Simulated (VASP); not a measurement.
Set up this calculation in VASP 6.6.1, as the native input.

```yaml
Task: single point
Functional: PBE
Potentials_or_basis: VASP PAW PBE potentials, release 64 (Si)
Cutoff: 520 eV
k_mesh: 10 × 10 × 10
Occupations: gaussian, width 0.15 eV
Spin: no spin polarisation
Dipole_correction: no
Further_INCAR_settings: ALGO = Normal; EDIFF = 1e-07; NBANDS = 26
```

The structure of Si lies in POSCAR:

```
Si
1.0
   -3.4160715468      3.4160715468      3.4160715468
    3.4160715468     -3.4160715468      3.4160715468
    3.4160715468      3.4160715468     -3.4160715468
Si
8
Direct
    0.2028545115      0.2028545115      0.2028545115
    0.5000000000      0.0000000000      0.2971454885
    0.2971454885      0.5000000000      0.0000000000
    0.0000000000      0.2971454885      0.5000000000
    0.7971454885      0.7971454885      0.7971454885
    0.5000000000      0.0000000000      0.7028545115
    0.7028545115      0.5000000000      0.0000000000
    0.0000000000      0.7028545115      0.5000000000
```

The input as run:

INCAR

```
PREC = Accurate
ENCUT = 520
EDIFF = 1E-7
ISMEAR = 0
SIGMA = 0.15
LREAL = False
LASPH = True
NELM = 60
ALGO = Normal
ISIF = 2
LWAVE = False
LCHARG = False
GGA = PE
NBANDS = 26
```

KPOINTS

```
regular mesh
0
Gamma
  10 10 10
```

Potentials or basis: VASP PAW PBE potentials, release 64 (Si).

The run is started by

```sh
$ cat potpaw_PBE.64/Si/POTCAR > POTCAR
$ mpirun -np 1 vasp_std > vasp.out
```

Results of the run:

```json
{
 "Pressure": "-6.3 GPa",
 "Largest force": "0.310 eV/Å",
 "Band gap on the k mesh": "zero (bands 16 and 17 overlap by 0.11 eV)"
}
```

Caveat: the cell stands under tension; semilocal functionals underestimate gaps, and a narrow one can read as zero.

Run time: 7.2 min on 1 thread of Intel Xeon 8259CL, on a shared host, peak memory 0.41 GiB.
